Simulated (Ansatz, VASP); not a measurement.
## MgO in VASP and in Ansatz

Contents of INCAR:

```
ALGO = Normal
EDIFF = 1E-6
ENCUT = 840
GGA = PE
GGA_COMPAT = F
ISIF = 2
ISMEAR = 0
LASPH = T
LCHARG = F
LREAL = F
LWAVE = F
NBANDS = 15
NELM = 120
PREC = Accurate
SIGMA = 0.01
```

KPOINTS

```
k-points
0
Gamma
  8 8 8
```

The input POSCAR:

```
MgO
1.0
    0.0000000000      2.1765626234      2.1765626234
    2.1765626234      0.0000000000      2.1765626234
    2.1765626234      2.1765626234      0.0000000000
Mg O
1 1
Direct
    0.0000000000      0.0000000000      0.0000000000
    0.5000000000      0.5000000000      0.5000000000
```

Input for Ansatz:

```yaml
crystal:
  lattice:
    - [0.0, 2.17656262343975, 2.17656262343975]
    - [2.17656262343975, 0.0, 2.17656262343975]
    - [2.17656262343975, 2.17656262343975, 0.0]
  atoms:
    - { symbol: Mg, position: [0.0, 0.0, 0.0] }
    - { symbol: O, position: [0.5, 0.5, 0.5] }
basis:
  ecutwfc: 500.0
kpoints:
  mp_grid:
    grid: [8, 8, 8]
hamiltonian:
  xc: pbe
  pseudopotentials:
    kind: paw
scf:
  occupations:
    method: fixed
output:
  stress: true
```

Alike in both runs: task single point; functional PBE; k mesh 8 × 8 × 8; no spin polarisation.

```csv
,VASP,Ansatz
version,VASP 6.6.1,Ansatz 0.2.0
potentials or method,"VASP PAW PBE potentials, release 64 (Mg_sv, O), cutoff 840 eV","plane waves, PAW"
occupations,"gaussian, width 0.01 eV",fixed
valence electrons in the cell,16,16
```

Ansatz gave:

* pressure (GPa): -8.9

Task: Which values does VASP return?

Result: Pressure (GPa): -9.0.
